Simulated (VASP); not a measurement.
# Ta4O (P4mm) in VASP: a series of runs

The runs below take Ta4O through single point, with PBE.

All numbers are computed with VASP 6.6.1; they aren't measurements. Logs are shortened: lines on timing, memory, paths and dates and some standing lists are left out, and cuts for length are marked.

## 1. The cell of the first run

Symmetry: P4mm, No. 99, tetragonal system. Conventional cell: a = 3.255 Å, b = 3.255 Å, c = 15.791 Å, α = 90.00°, β = 90.00°, γ = 90.00°. Ta (site symmetry 4mm) has 4 O at 2.30 Å and 8 Ta at 3.11 to 3.25 Å within 3.3 Å. Within 3.3 Å of Ta (site symmetry 4mm) lie 4 O at 2.30 Å and 12 Ta at 3.11 to 3.25 Å. Within 2.9 Å of Ta (site symmetry 4mm) lie 1 O at 2.09 Å and 4 Ta at 2.81 Å. Ta (site symmetry 4mm) has 1 O at 2.09 Å and 4 Ta at 2.81 Å within 2.9 Å. Within 3.7 Å of Ta (site symmetry 4mm) lie 9 Ta at 2.81 to 3.25 Å and 1 O at 3.09 Å. Within 2.9 Å of Ta (site symmetry 4mm) lie 1 O at 2.09 Å and 4 Ta at 2.81 Å. Ta (site symmetry 4mm) has 13 Ta at 2.81 to 3.70 Å within 3.7 Å. Within 3.7 Å of Ta (site symmetry 4mm) lie 14 Ta at 2.81 to 3.70 Å.

## 2. Single point, PBE (the distance across one plane changed)

INCAR reads:

```
ALGO = Fast
EDIFF = 1E-6
ENCUT = 520
GGA = PE
ISIF = 2
ISMEAR = 0
LASPH = T
LCHARG = T
LELF = T
LREAL = F
LVHAR = T
LWAVE = F
NBANDS = 61
NELM = 100
PREC = Accurate
SIGMA = 0.15
```

KPOINTS reads:

```
k-points
0
Gamma
  14 14 4
```

POSCAR reads:

```
Ta4O
1.0
   -3.2547070438      0.0000000000      0.0000000000
    0.0000000000     -3.2547070438      0.0000000000
    0.0000000000      0.0000000000     15.7907733139
Ta O
8 2
Direct
    1.0000000000      1.0000000000      0.0662695355
    1.0000000000      1.0000000000      0.5346054751
    0.5000000000      0.5000000000      0.1987677341
    0.5000000000      0.5000000000      0.6671036737
    0.5000000000      0.5000000000      0.8704432160
    0.5000000000      0.5000000000      0.4021072764
    1.0000000000      0.0000000000      0.7687734449
    1.0000000000      0.0000000000      0.3004375053
    0.5000000000      0.5000000000      0.0662695355
    0.5000000000      0.5000000000      0.5346054751
```

Potentials or basis: VASP PAW PBE potentials, release 64 (Ta_pv, O).

Launch:

```sh
cat potpaw_PBE.64/Ta_pv/POTCAR potpaw_PBE.64/O/POTCAR > POTCAR
mpirun -np 1 vasp_std > vasp.out
```

OUTCAR:

```text
EDIFF = 1E-6
   ENCUT = 520
   GGA = PE
   ISIF = 2
   ISMEAR = 0
   LASPH = T
   LREAL = F
   NELM = 100
   PREC = Accurate

 ion  position               nearest neighbor table
   1  0.000  0.000  0.066-   9 2.30   9 2.30   9 2.30   9 2.30   3 3.11   3 3.11   3 3.11   3 3.11

   2  0.000  0.000  0.535-  10 2.30  10 2.30  10 2.30  10 2.30   4 3.11   4 3.11   4 3.11   4 3.11
                             6 3.11   6 3.11   6 3.11   6 3.11
   3  0.500  0.500  0.199-   9 2.09   8 2.81   8 2.81   8 2.81   8 2.81   1 3.11   1 3.11   1 3.11
                             1 3.11   6 3.21
   4  0.500  0.500  0.667-  10 2.09   7 2.81   7 2.81   7 2.81   7 2.81   2 3.11   2 3.11   2 3.11
                             2 3.11   5 3.21
   5  0.500  0.500  0.870-   7 2.81   7 2.81   7 2.81   7 2.81   4 3.21
   6  0.500  0.500  0.402-  10 2.09   8 2.81   8 2.81   8 2.81   8 2.81   2 3.11   2 3.11   2 3.11
                             2 3.11   3 3.21
   7  0.000  0.000  0.769-   5 2.81   5 2.81   5 2.81   5 2.81   4 2.81   4 2.81   4 2.81   4 2.81

   8  0.000  0.000  0.300-   6 2.81   6 2.81   6 2.81   6 2.81   3 2.81   3 2.81   3 2.81   3 2.81

   9  0.500  0.500  0.066-   3 2.09   1 2.30   1 2.30   1 2.30   1 2.30
  10  0.500  0.500  0.535-   4 2.09   6 2.09   2 2.30   2 2.30   2 2.30   2 2.30

  LATTYP: Found a simple tetragonal cell.
 ALAT       =     3.2547070438
 C/A-ratio  =     4.8516727009

  Lattice vectors:

 A1 = (  -3.2547070438,   0.0000000000,   0.0000000000)
 A2 = (   0.0000000000,  -3.2547070438,   0.0000000000)
 A3 = (   0.0000000000,   0.0000000000,  15.7907733139)

Analysis of symmetry for initial positions (statically):
=====================================================================
 Subroutine PRICEL returns:
 Original cell was already a primitive cell.

 Routine SETGRP: Setting up the symmetry group for a
 simple tetragonal supercell.

 Subroutine GETGRP returns: Found  8 space group operations
 (whereof  8 operations were pure point group operations)
 out of a pool of 16 trial point group operations.

The static configuration has the point symmetry C_4v.

Analysis of symmetry for dynamics (positions and initial velocities):
=====================================================================
 Subroutine PRICEL returns:
 Original cell was already a primitive cell.

 Routine SETGRP: Setting up the symmetry group for a
 simple tetragonal supercell.

 Subroutine GETGRP returns: Found  8 space group operations
 (whereof  8 operations were pure point group operations)
[... 127 lines left out ...]
   TEBEG  =    0.0;   TEEND  =   0.0 temperature during run
   PSTRESS=    0.0 pullay stress
   NELECT =     100.0000    total number of electrons
   NUPDOWN=      -1.0000    fix difference up-down
   EMIN   =  10.00;   EMAX   =-10.00  energy-range for DOS
   EFERMI =   0.00;   METHOD = LEGACY
   ISMEAR =     0;   SIGMA  =   0.15  broadening in eV -4-tet -1-fermi 0-gaus
   EFERMI_NEDOS =   21; number of points for ismear=-14 and -15
   IALGO  =     68    algorithm
   IMIX   =      4    mixing-type and parameters
     AMIX     =   0.40;   BMIX     =  1.00
     AMIX_MAG =   1.60;   BMIX_MAG =  1.00
  volume/ion in A,a.u.               =      16.73       112.88
  Fermi-wavevector in a.u.,A,eV,Ry     =   1.379111  2.606141 25.877547  1.901946
  Thomas-Fermi vector in A             =   2.504110
   LORBIT       =      0    0 simple, 1 ext, 2 COOP (PROOUT), +10 PAW based schemes
   GGA     = PE    functional components
   LHFCALC =     F    Hartree Fock is set to
   AEXX    =    0.0000 exact exchange contribution
   IVDW    =     0    specifies the selected vdW correction
   LEPSILON=     F    determine dielectric tensor
   LRPA    =     F    only Hartree local field effects (RPA)
 non-spin polarized calculation
 RMM-DIIS sequential band-by-band and
 Gauss-broadening in eV      SIGMA  =   0.15
  energy-cutoff  :      520.00
  volume of cell :      167.27
 maximum number of plane-waves:      4556
   NGX = 13   NGY = 13   NGZ = 59

 number of electron     100.0000010 magnetization

 Free energy of the ion-electron system (eV)
  ---------------------------------------------------
  ext. energy  EPLUGINS =         0.00000000
  ---------------------------------------------------
  free energy    TOTEN  =      -108.72817561 eV

  energy without entropy =     -108.65483709  energy(sigma->0) =     -108.69150635

 E-fermi :   5.8685     XC(G=0): -12.2126

 val. band max:        5.8620525360   @ k =   0.5000   0.2143   0.2500
 cond. band min:       5.8733632154   @ k =   0.4286   0.0000   0.0000
 fundamental gap:      0.0113106794
 Fermi energy:         5.8685071994

 k-point     1 :       0.0000    0.0000    0.0000
  band No.  band energies     occupation
      1     -29.8653      2.00000
      2     -29.8653      2.00000
      3     -29.7603      2.00000
      4     -29.7603      2.00000
      5     -29.5811      2.00000
      6     -29.3991      2.00000
[... 1525 lines left out ...]
     60       8.4127      0.00000
     61       8.6984      0.00000

 [... further k-points ...]

------------------------ aborting loop because EDIFF is reached ----------------------------------------

  FORCE on cell =-STRESS in cart. coord.  units (eV):
  Direction    XX          YY          ZZ          XY          YZ          ZX
  --------------------------------------------------------------------------------------
  -------------------------------------------------------------------------------------
  Total       -5.4463413     -5.4463413     -5.2263188      0.0000000      0.0000000      0.0000000
  in kB      -52.1660836    -52.1660836    -50.0586661      0.0000000      0.0000000      0.0000000
  external PRESSURE =     -51.4636111 kB  Pullay stress =       0.0000000 kB

 VOLUME and BASIS-vectors are now :
 -----------------------------------------------------------------------------
  energy-cutoff  :      520.00
  volume of cell :      167.27
      direct lattice vectors                 reciprocal lattice vectors
    -3.254707044  0.000000000  0.000000000    -0.307247315  0.000000000  0.000000000
     0.000000000 -3.254707044  0.000000000     0.000000000 -0.307247315  0.000000000
     0.000000000  0.000000000 15.790773314     0.000000000  0.000000000  0.063328121

 POSITION                                       TOTAL-FORCE (eV/Angst)
 -----------------------------------------------------------------------------------
      0.00000      0.00000      1.04645         0.000000      0.000000      0.263773
      0.00000      0.00000      8.44183         0.000000      0.000000      0.071942
     -1.62735     -1.62735      3.13870        -0.000000     -0.000000     -0.290075
     -1.62735     -1.62735     10.53408        -0.000000      0.000000      0.133272
     -1.62735     -1.62735     13.74497         0.000000     -0.000000      0.879550
     -1.62735     -1.62735      6.34958         0.000000      0.000000     -0.225706
      0.00000      0.00000     12.13953         0.000000      0.000000      0.193164
      0.00000      0.00000      4.74414         0.000000      0.000000      0.116531
     -1.62735     -1.62735      1.04645         0.000000      0.000000     -1.197061
     -1.62735     -1.62735      8.44183         0.000000      0.000000      0.054611
 -----------------------------------------------------------------------------------
    total drift:                               -0.000000      0.000000      0.000173

  FREE ENERGIE OF THE ION-ELECTRON SYSTEM (eV)
  ---------------------------------------------------
  free  energy   TOTEN  =      -108.7281756103 eV

  energy  without entropy=     -108.6548370910  energy(sigma->0) =     -108.69150635
```

OSZICAR:

```text
N       E                     dE             d eps       ncg     rms          rms(c)
DAV:   1     0.107000164844E+04    0.10700E+04   -0.55459E+04 13176   0.171E+03
DAV:   2    -0.444164115670E+02   -0.11144E+04   -0.10849E+04 14226   0.512E+02
DAV:   3    -0.117255105356E+03   -0.72839E+02   -0.70856E+02 16516   0.114E+02
[... 15 lines left out ...]
RMM:  19    -0.108728160301E+03   -0.17147E-04   -0.18553E-04 16223   0.187E-02    0.498E-03
RMM:  20    -0.108728169005E+03   -0.87039E-05   -0.96511E-05 14161   0.964E-03    0.227E-03
RMM:  21    -0.108728172647E+03   -0.36416E-05   -0.37533E-05 11511   0.489E-03    0.921E-04
RMM:  22    -0.108728174656E+03   -0.20091E-05   -0.20740E-05 10296   0.281E-03    0.452E-04
RMM:  23    -0.108728175610E+03   -0.95430E-06   -0.92773E-06  7751   0.188E-03
   1 F= -.10872818E+03 E0= -.10869151E+03  d E =-.733385E-01
```

stdout:

```text
POSCAR found type information on POSCAR TaO
 POSCAR found :  2 types and      10 ions
 scaLAPACK will be used
 LDA part: xc-table for (Slater+PW92), standard interpolation
 POSCAR, INCAR and KPOINTS ok, starting setup
 FFT: planning ... GRIDC
 FFT: planning ... GRID_SOFT
 FFT: planning ... GRID
 WAVECAR not read
 entering main loop
```

Wall time 38 min (1 thread of Oxide Virtual Turin-like, shared host); peak memory 0.76 GiB.

Results:

```yaml
Free_energy: -108.7282 eV
Pressure: -5.1 GPa
Largest_force: 1.197 eV/Å
Band_gap_on_the_k_mesh: zero (bands 50 and 51 overlap by 0.85 eV)
```

Forces on the atoms (eV/Å):
```
Ta   0.000  0.000  0.264
Ta   0.000  0.000  0.072
Ta   0.000  0.000 -0.290
Ta   0.000  0.000  0.133
Ta   0.000  0.000  0.880
Ta   0.000  0.000 -0.226
Ta   0.000  0.000  0.193
Ta   0.000  0.000  0.117
O    0.000  0.000 -1.197
O    0.000  0.000  0.055
```

Caveat: the cell differs from its parent crystal (the distance across one plane changed); the cell stands under tension; spin-orbit coupling is left out, which moves the levels of the heavy elements; forces of over 1 eV/Å act on the atoms, so gaps and moduli don't describe the material at rest.

## 3. Single point, PBE (the distance across one plane changed)

INCAR is that of step 2.

KPOINTS is that of step 2.

POSCAR reads:

```
Ta4O
1.0
   -3.2547070438      0.0000000000      0.0000000000
    0.0000000000     -3.2547070438      0.0000000000
    0.0000000000      0.0000000000     15.2907733139
Ta O
8 2
Direct
    1.0000000000      1.0000000000      0.0684365133
    1.0000000000      1.0000000000      0.5520867843
    0.5000000000      0.5000000000      0.2052673313
    0.5000000000      0.5000000000      0.6889176023
    0.5000000000      0.5000000000      0.8989062374
    0.5000000000      0.5000000000      0.4152559664
    1.0000000000      0.0000000000      0.7939119198
    1.0000000000      0.0000000000      0.3102616488
    0.5000000000      0.5000000000      0.0684365133
    0.5000000000      0.5000000000      0.5520867843
```

Potentials or basis: VASP PAW PBE potentials, release 64 (Ta_pv, O).

Launch:

```sh
cat potpaw_PBE.64/Ta_pv/POTCAR potpaw_PBE.64/O/POTCAR > POTCAR
mpirun -np 1 vasp_std > vasp.out
```

Wall time 45 min (1 thread of Oxide Virtual Turin-like, shared host); peak memory 0.75 GiB.

Results (log left out):

```yaml
Free_energy: -109.4755 eV
Pressure: -4.0 GPa
Largest_force: 1.523 eV/Å
Band_gap_on_the_k_mesh: zero (bands 50 and 51 overlap by 0.97 eV)
```

Forces in eV/Å, atoms in the order of the input:
```
Ta   0.000  0.000 -0.304
Ta   0.000  0.000  0.035
Ta   0.000  0.000 -0.070
Ta   0.000  0.000  0.136
Ta   0.000  0.000  1.523
Ta   0.000  0.000 -0.177
Ta   0.000  0.000  0.129
Ta   0.000  0.000  0.072
O    0.000  0.000 -1.366
O    0.000  0.000  0.023
```

Stress tensor (GPa, compression positive):
```
-3.53  0.00  0.00
 0.00 -3.53  0.00
 0.00  0.00 -5.07
```

Levels at points of the mesh, in eV from the Fermi level:
```tsv
k point	band 46	band 47	band 48	band 49	band 50	band 51	band 52	band 53	band 54	band 55
(0.00, 0.00, 0.00)	-0.53	-0.53	-0.11	-0.11	0.10	0.56	0.60	0.60	0.73	0.98
(0.50, 0.00, 0.00)	-0.97	-0.83	-0.68	-0.20	0.32	0.86	0.91	1.15	1.25	1.31
(0.50, 0.50, 0.00)	-1.50	-0.80	-0.80	-0.02	-0.02	1.61	1.75	1.75	1.86	1.97
(0.00, 0.00, 0.50)	-0.53	-0.36	-0.11	-0.11	-0.03	0.57	0.66	0.66	0.73	0.84
(0.50, 0.00, 0.50)	-1.00	-0.90	-0.74	0.07	0.46	0.59	0.91	1.00	1.13	1.16
(0.50, 0.50, 0.50)	-1.60	-0.56	-0.56	-0.27	-0.27	1.62	1.86	2.07	2.07	2.13
```

Caveat: the cell differs from its parent crystal (the distance across one plane changed); the cell stands under tension; spin-orbit coupling is left out, which moves the levels of the heavy elements; forces of over 1 eV/Å act on the atoms, so gaps and moduli don't describe the material at rest.

## 4. Single point, PBE (the distance across one plane changed)

INCAR reads:

```
SYSTEM = Ta4O
  PREC = Accurate
  ENCUT = 520
  EDIFF = 1E-7
  ISMEAR = 0
  SIGMA = 0.15
  LREAL = .False.
  LASPH = .True.
  NELM = 80
  ALGO = Fast
  ISIF = 2
  LWAVE = .False.
  LCHARG = .False.
  GGA = PE
  NBANDS = 61
```

KPOINTS reads:

```
regular mesh
0
Gamma
  14 14 4
  0 0 0
```

POSCAR reads:

```
Ta4O
1.0
   -3.2547070438      0.0000000000      0.0000000000
    0.0000000000     -3.2547070438      0.0000000000
    0.0000000000      0.0000000000     20.7907733139
Ta O
8 2
Direct
    1.0000000000      1.0000000000      0.0503322890
    1.0000000000      1.0000000000      0.4060375120
    0.5000000000      0.5000000000      0.1509658243
    0.5000000000      0.5000000000      0.5066710473
    0.5000000000      0.5000000000      0.6611091997
    0.5000000000      0.5000000000      0.3054039767
    1.0000000000      0.0000000000      0.5838901235
    1.0000000000      0.0000000000      0.2281849005
    0.5000000000      0.5000000000      0.0503322890
    0.5000000000      0.5000000000      0.4060375120
```

Launch:

```sh
cat potpaw_PBE.64/Ta_pv/POTCAR potpaw_PBE.64/O/POTCAR > POTCAR
mpirun -np 1 vasp_std > vasp.out
```

Run time: 1.7 h. Hardware: 1 thread of Oxide Virtual Turin-like, shared host; peak memory 0.98 GiB.

Results (log left out):

```yaml
Free_energy: -107.3803 eV
Largest_force: 2.361 eV/Å
Band_gap_on_the_k_mesh: zero (bands 50 and 51 overlap by 0.77 eV)
```

Forces in eV/Å, atoms in the order of the input:
```
Ta   0.000  0.000  2.361
Ta   0.000  0.000  0.057
Ta   0.000  0.000 -0.701
Ta   0.000  0.000  0.104
Ta   0.000  0.000 -0.680
Ta   0.000  0.000 -0.254
Ta   0.000  0.000  0.584
Ta   0.000  0.000  0.397
O    0.000  0.000 -1.924
O    0.000  0.000  0.055
```

Levels at points of the mesh, in eV from the Fermi level:
```tsv
k point	band 48	band 49	band 50	band 51	band 52	band 53
(0.00, 0.00, 0.00)	-0.29	0.05	0.20	0.20	0.45	0.45
(0.50, 0.00, 0.00)	-0.71	-0.06	0.44	0.66	0.82	0.94
(0.50, 0.50, 0.00)	-0.88	-0.14	-0.14	1.55	1.60	1.86
(0.00, 0.00, 0.50)	-0.33	0.08	0.20	0.20	0.45	0.45
(0.50, 0.00, 0.50)	-0.71	-0.06	0.44	0.66	0.82	0.94
(0.50, 0.50, 0.50)	-0.88	-0.14	-0.14	1.55	1.60	1.86
```

Caveat: the cell differs from its parent crystal (the distance across one plane changed); there is no dipole correction, which matters where the two faces differ; spin-orbit coupling is left out, which moves the levels of the heavy elements.

## 5. The runs side by side

```csv
cell,further INCAR settings,gap on the mesh (eV),pressure (GPa),largest force (eV/Å)
"a = 3.255, b = 3.255, c = 15.791 Å, 10 atoms",ALGO = Fast; EDIFF = 1e-06; NBANDS = 61,none,-5.1,1.20
"a = 3.255, b = 3.255, c = 15.291 Å, 10 atoms",ALGO = Fast; EDIFF = 1e-06; NBANDS = 61,none,-4.0,1.52
"a = 3.255, b = 3.255, c = 20.791 Å, 10 atoms",ALGO = Fast; EDIFF = 1e-07; NBANDS = 61,none,-,2.36
```

Alike in all rows: task single point; level PBE; potentials or basis VASP PAW PBE potentials, release 64 (Ta_pv, O); no spin polarisation; k mesh 14 × 14 × 4; cutoff (eV) 520; smearing gaussian 0.15 eV.

Caveats: spin-orbit coupling is left out, which moves the levels of the heavy elements; the cell stands under tension (at least some runs); forces of over 1 eV/Å act on the atoms, so gaps and moduli don't describe the material at rest (at least some runs); there is no dipole correction, which matters where the two faces differ (at least some runs).

Absolute energies hang on the potentials; compare differences alone.
